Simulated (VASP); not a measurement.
# Co (Fd-3m) in VASP: notebook

The runs below take Co through single point, with LDA.

Everything below comes from runs of VASP 6.6.1. Logs are shortened: lines on timing, memory, paths and dates and some standing lists are left out, and cuts for length are marked.

### Step 1. The cell of the first run

The structure is cubic, space group Fd-3m (No. 227). The conventional cell has a = 4.587 Å, b = 4.587 Å, c = 4.587 Å, α = 90.00°, β = 90.00°, γ = 90.00°. Within 2.6 Å of Co (site symmetry -43m) lie 4 Co at 1.99 Å.

### Step 2. Single point, LDA, collinear spin, ferromagnetic start

The input, INCAR:

```
ALGO     = Normal         # electronic algorithm
EDIFF    = 1E-7           # SCF threshold, eV
ENCUT    = 520            # plane-wave cutoff, eV
ISIF     = 2              # what is computed and relaxed
ISMEAR   = -1             # smearing method
ISPIN    = 2              # spin polarisation
LASPH    = T              # aspherical terms in the spheres
LCHARG   = F              # write CHGCAR
LMAXMIX  = 4              # l up to which the mixer works
LORBIT   = 11             # projections on sites
LREAL    = F              # projectors in reciprocal space
LWAVE    = F              # write WAVECAR
MAGMOM   = 1.7 1.7        # initial moments
NBANDS   = 20             # bands
NELM     = 150            # most SCF steps
PREC     = Accurate       # precision mode
SIGMA    = 0.08           # smearing width, eV
```

The input, KPOINTS:

```
k-points
0
Gamma
  15 15 15
```

The input, POSCAR:

```
Co
1.0
    0.0000000000      2.2934665268      2.2934665268
    2.2934665268      0.0000000000      2.2934665268
    2.2934665268      2.2934665268      0.0000000000
Co
2
Direct
   -0.1250000000     -0.1250000000     -0.1250000000
    0.1250000000      0.1250000000      0.1250000000
```

Potentials or basis: VASP PAW LDA potentials, release 64 (Co).

Run with:

```sh
$ cat potpaw_LDA.64/Co/POTCAR > POTCAR
$ mpirun -np 1 vasp_std > vasp.out
```

OUTCAR:

```text
EDIFF = 1E-7
   ENCUT = 520
   ISIF = 2
   ISMEAR = -1
   ISPIN = 2
   LASPH = T
   LORBIT = 11
   LREAL = F
   NELM = 150
   PREC = Accurate

 ion  position               nearest neighbor table
   1  0.875  0.875  0.875-   2 1.99   2 1.99   2 1.99   2 1.99
   2  0.125  0.125  0.125-   1 1.99   1 1.99   1 1.99   1 1.99

  LATTYP: Found a face centered cubic cell.
 ALAT       =     4.5869330536

  Lattice vectors:

 A1 = (   0.0000000000,   2.2934665268,   2.2934665268)
 A2 = (   2.2934665268,   0.0000000000,   2.2934665268)
 A3 = (   2.2934665268,   2.2934665268,   0.0000000000)

Analysis of symmetry for initial positions (statically):
=====================================================================
 Subroutine PRICEL returns:
 Original cell was already a primitive cell.

 Routine SETGRP: Setting up the symmetry group for a
 face centered cubic supercell.

 Subroutine GETGRP returns: Found 48 space group operations
 (whereof 12 operations were pure point group operations)
 out of a pool of 48 trial point group operations.

The static configuration has the point symmetry D_3d.
 The point group associated with its full space group is O_h .

Analysis of symmetry for dynamics (positions and initial velocities):
=====================================================================
 Subroutine PRICEL returns:
 Original cell was already a primitive cell.

 Routine SETGRP: Setting up the symmetry group for a
 face centered cubic supercell.

 Subroutine GETGRP returns: Found 48 space group operations
 (whereof 12 operations were pure point group operations)
 out of a pool of 48 trial point group operations.

The dynamic configuration has the point symmetry D_3d.
 The point group associated with its full space group is O_h .

Analysis of structural, dynamic, and magnetic symmetry:
=====================================================================
 Subroutine PRICEL returns:
 Original cell was already a primitive cell.

 Routine SETGRP: Setting up the symmetry group for a
 face centered cubic supercell.

 Subroutine GETGRP returns: Found 48 space group operations
 (whereof 12 operations were pure point group operations)
 out of a pool of 48 trial point group operations.

The overall configuration has the point symmetry D_3d.
 The point group associated with its full space group is O_h .

 Subroutine INISYM returns: Found 48 space group operations
 (whereof 12 operations are pure point group operations),
 and found     1 'primitive' translations

----------------------------------------------------------------------------------------

                                     Primitive cell

  volume of cell :      24.1272

  direct lattice vectors                    reciprocal lattice vectors
     0.000000000  2.293466527  2.293466527    -0.218010594  0.218010594  0.218010594
     2.293466527  0.000000000  2.293466527     0.218010594 -0.218010594  0.218010594
     2.293466527  2.293466527  0.000000000     0.218010594  0.218010594 -0.218010594

  length of vectors
     3.243451467  3.243451467  3.243451467     0.377605426  0.377605426  0.377605426

  position of ions in fractional coordinates (direct lattice)
     0.875000000  0.875000000  0.875000000
     0.125000000  0.125000000  0.125000000

  ion indices of the primitive-cell ions
   primitive index   ion index
                 1           1
                 2           2

----------------------------------------------------------------------------------------

 KPOINTS: k-points

Automatic generation of k-mesh.
 Grid dimensions read from file:
 generate k-points for:   15   15   15

 Generating k-lattice:

  Cartesian coordinates                     Fractional coordinates (reciprocal lattice)
    -0.014534040  0.014534040  0.014534040     0.066666667  0.000000000  0.000000000
     0.014534040 -0.014534040  0.014534040     0.000000000  0.066666667  0.000000000
     0.014534040  0.014534040 -0.014534040     0.000000000  0.000000000  0.066666667

  Length of vectors
     0.025173695  0.025173695  0.025173695

  Shift w.r.t. Gamma in fractional coordinates (k-lattice)
     0.000000000  0.000000000  0.000000000

 Subroutine IBZKPT returns following result:
 ===========================================

 Found    120 irreducible k-points:

 Following reciprocal coordinates:
            Coordinates               Weight
  0.000000  0.000000  0.000000      1.000000
  0.066667  0.000000  0.000000      8.000000
  0.133333  0.000000  0.000000      8.000000
  0.200000  0.000000  0.000000      8.000000
  0.266667  0.000000  0.000000      8.000000
  0.333333  0.000000  0.000000      8.000000
[... 16 lines left out ...]
  0.133333  0.133333  0.000000      6.000000
  0.200000  0.133333  0.000000     24.000000
 [... further k-points ...]
   k-points           NKPTS =    120   k-points in BZ     NKDIM =    120   number of bands    NBANDS=     20
   number of dos      NEDOS =    301   number of ions     NIONS =      2
   total plane-waves  NPLWV =  13824
   dimension x,y,z NGX =    24 NGY =   24 NGZ =   24
   dimension x,y,z NGXF=    48 NGYF=   48 NGZF=   48
   ions per type =               2
   NGX,Y,Z   is equivalent  to a cutoff of  12.30, 12.30, 12.30 a.u.
   NGXF,Y,Z  is equivalent  to a cutoff of  24.60, 24.60, 24.60 a.u.
 SYSTEM =  unknown system
   PREC   = accura    normal or accurate (medium, high low for compatibility)
   ISTART =      0    job   : 0-new  1-cont  2-samecut
   ICHARG =      2    charge: 1-file 2-atom 10-const
   ISPIN  =      2    spin polarized calculation?
   LNONCOLLINEAR =      F non collinear calculations
   LSORBIT =      F    spin-orbit coupling
   LASPH  =      T    aspherical Exc in radial PAW
   ENCUT  =  520.0 eV  38.22 Ry    6.18 a.u.   6.03  6.03  6.03*2*pi/ulx,y,z
   NELM   =    150;   NELMIN=  2; NELMDL= -5     # of ELM steps
   EDIFF  = 0.1E-06   stopping-criterion for ELM
   LREAL  =      F    real-space projection
   EDIFFG = 0.1E-05   stopping-criterion for IOM
   NSW    =      0    number of steps for IOM
   IBRION =     -1    ionic relax: 0-MD 1-quasi-New 2-CG
   NFREE  =      0    steps in history (QN), initial steepest desc. (CG)
   ISIF   =      2    stress and relaxation
   ISYM   =      2    0-nonsym 1-usesym 2-fastsym
   POTIM  = 0.5000    time-step for ionic-motion
   TEBEG  =    0.0;   TEEND  =   0.0 temperature during run
   PSTRESS=    0.0 pullay stress
   NELECT =      18.0000    total number of electrons
   NUPDOWN=      -1.0000    fix difference up-down
   EMIN   =  10.00;   EMAX   =-10.00  energy-range for DOS
   EFERMI =   0.00;   METHOD = LEGACY
   ISMEAR =    -1;   SIGMA  =   0.08  broadening in eV -4-tet -1-fermi 0-gaus
   EFERMI_NEDOS =   21; number of points for ismear=-14 and -15
   IALGO  =     38    algorithm
   IMIX   =      4    mixing-type and parameters
     AMIX     =   0.40;   BMIX     =  1.00
     AMIX_MAG =   1.60;   BMIX_MAG =  1.00
  volume/ion in A,a.u.               =      12.06        81.41
  Fermi-wavevector in a.u.,A,eV,Ry     =   1.484784  2.805835 29.995177  2.204583
  Thomas-Fermi vector in A             =   2.598277
   LORBIT       =     11    0 simple, 1 ext, 2 COOP (PROOUT), +10 PAW based schemes
   GGA     = CA    functional components
   LHFCALC =     F    Hartree Fock is set to
   AEXX    =    0.0000 exact exchange contribution
   IVDW    =     0    specifies the selected vdW correction
   LEPSILON=     F    determine dielectric tensor
   LRPA    =     F    only Hartree local field effects (RPA)
 spin polarized calculation
  energy-cutoff  :      520.00
  volume of cell :       24.13
 maximum number of plane-waves:       663
   NGX = 13   NGY = 13   NGZ = 13

 number of electron      17.9999992 magnetization       0.0006894

 Free energy of the ion-electron system (eV)
  ---------------------------------------------------
  ext. energy  EPLUGINS =         0.00000000
  ---------------------------------------------------
  free energy    TOTEN  =       -13.39417178 eV

  energy without entropy =      -13.32753757  energy(sigma->0) =      -13.36085468

 E-fermi :   8.7412     XC(G=0): -12.8081

 val. band max:        8.7390231569   @ k =  -0.4000   0.2667   0.1333
 cond. band min:       8.7479237086   @ k =  -0.1333   0.2000   0.0667
 fundamental gap:      0.0089005518
 Fermi energy:         8.7411683386

 spin component 1

 k-point     1 :       0.0000    0.0000    0.0000
  band No.  band energies     occupation
      1       0.6755      1.00000
      2       4.6838      1.00000
      3       4.6838      1.00000
      4       5.0452      1.00000
      5       5.0452      1.00000
      6       5.0452      1.00000
[... 12 lines left out ...]
     19      27.4059      0.00000
     20      28.7936      0.00000

 k-point     2 :       0.0667    0.0000    0.0000
  band No.  band energies     occupation
      1       0.7792      1.00000
      2       4.6209      1.00000
      3       4.6209      1.00000
      4       5.0508      1.00000
      5       5.1356      1.00000
      6       5.1356      1.00000
[... 12 lines left out ...]
     19      28.1849      0.00000
     20      28.3160      0.00000
[... 465 lines left out ...]
      3       4.8792      1.00000
      4       5.0802      1.00000
      5       5.0802      1.00000
      6       5.5372      1.00000
[... 12 lines left out ...]
     19      29.3238      0.00000
     20      29.8351      0.00000

 k-point    24 :       0.2000    0.1333    0.0000
  band No.  band energies     occupation
      1       1.5859      1.00000
      2       4.1337      1.00000
      3       4.9008      1.00000
      4       5.0977      1.00000
      5       5.1693      1.00000
      6       5.6959      1.00000
[... 12 lines left out ...]
     19      29.9930      0.00000
     20      30.0100      0.00000

 [... further k-points ...]

 spin component 2

 k-point     1 :       0.0000    0.0000    0.0000
  band No.  band energies     occupation
      1       0.6756      1.00000
      2       4.6841      1.00000
      3       4.6841      1.00000
      4       5.0454      1.00000
      5       5.0454      1.00000
      6       5.0454      1.00000
[... 12 lines left out ...]
     19      27.4060      0.00000
     20      28.7936      0.00000

 k-point     2 :       0.0667    0.0000    0.0000
  band No.  band energies     occupation
      1       0.7792      1.00000
      2       4.6212      1.00000
      3       4.6212      1.00000
      4       5.0511      1.00000
      5       5.1359      1.00000
      6       5.1359      1.00000
[... 12 lines left out ...]
     19      28.1849      0.00000
     20      28.3161      0.00000
[... 465 lines left out ...]
      3       4.8795      1.00000
      4       5.0805      1.00000
      5       5.0805      1.00000
      6       5.5375      1.00000
[... 12 lines left out ...]
     19      29.3239      0.00000
     20      29.8353      0.00000

 k-point    24 :       0.2000    0.1333    0.0000
  band No.  band energies     occupation
      1       1.5860      1.00000
      2       4.1339      1.00000
      3       4.9010      1.00000
      4       5.0980      1.00000
      5       5.1696      1.00000
      6       5.6962      1.00000
[... 12 lines left out ...]
     19      29.9931      0.00000
     20      30.0101      0.00000

 [... further k-points ...]
[... 5 lines left out ...]
  --------------------------------------------------------------------------------------
  -------------------------------------------------------------------------------------
  Total        3.7904814      3.7904814      3.7904814      0.0000000     -0.0000000      0.0000000
  in kB      251.7084168    251.7084168    251.7084168      0.0000000     -0.0000000      0.0000000
  external PRESSURE =     251.7084168 kB  Pullay stress =       0.0000000 kB

 VOLUME and BASIS-vectors are now :
 -----------------------------------------------------------------------------
  energy-cutoff  :      520.00
  volume of cell :       24.13
      direct lattice vectors                 reciprocal lattice vectors
     0.000000000  2.293466527  2.293466527    -0.218010594  0.218010594  0.218010594
     2.293466527  0.000000000  2.293466527     0.218010594 -0.218010594  0.218010594
     2.293466527  2.293466527  0.000000000     0.218010594  0.218010594 -0.218010594

 POSITION                                       TOTAL-FORCE (eV/Angst)
 -----------------------------------------------------------------------------------
      4.01357      4.01357      4.01357        -0.000000      0.000000      0.000000
      0.57337      0.57337      0.57337         0.000000     -0.000000     -0.000000
 -----------------------------------------------------------------------------------
    total drift:                                0.000000      0.000000      0.000000

  FREE ENERGIE OF THE ION-ELECTRON SYSTEM (eV)
  ---------------------------------------------------
  free  energy   TOTEN  =       -13.3941717839 eV

  energy  without entropy=      -13.3275375697  energy(sigma->0) =      -13.36085468

 total charge

# of ion       s       p       d       tot
------------------------------------------
    1        0.636   0.554   7.536   8.726
    2        0.636   0.554   7.536   8.726
--------------------------------------------------
tot          1.272   1.108  15.072  17.453

 magnetization (x)

# of ion       s       p       d       tot
------------------------------------------
    1       -0.000   0.000   0.000   0.000
    2       -0.000   0.000   0.000   0.000
--------------------------------------------------
tot         -0.000   0.000   0.000   0.000
```

It took 62 s on 1 thread of Intel Xeon 6975P-C, shared host; peak memory 0.19 GiB.

What came out:

* Free energy: -13.3942 eV
* Pressure: 25.2 GPa
* Band gap on the k mesh: zero (filled and empty bands overlap)
* Net moment: 0.00 μB per cell
* Valence electrons inside the program's atomic spheres: Co 8.73

Levels at points of the mesh, in eV from the Fermi level:
Spin up:
```tsv
k point	band 6	band 7	band 8	band 9	band 10	band 11	band 12	band 13
(0.00, 0.00, 0.00)	-3.70	-1.41	-1.41	-1.41	0.43	0.43	15.42	15.42
```
Spin down:
```tsv
k point	band 7	band 8	band 9	band 10	band 11	band 12
(0.00, 0.00, 0.00)	-1.41	-1.41	-1.41	0.43	0.43	15.42
```

Caveat: the starting moments collapsed, and a magnetic state may lie lower.

(Part 1 of 2 ends here.)
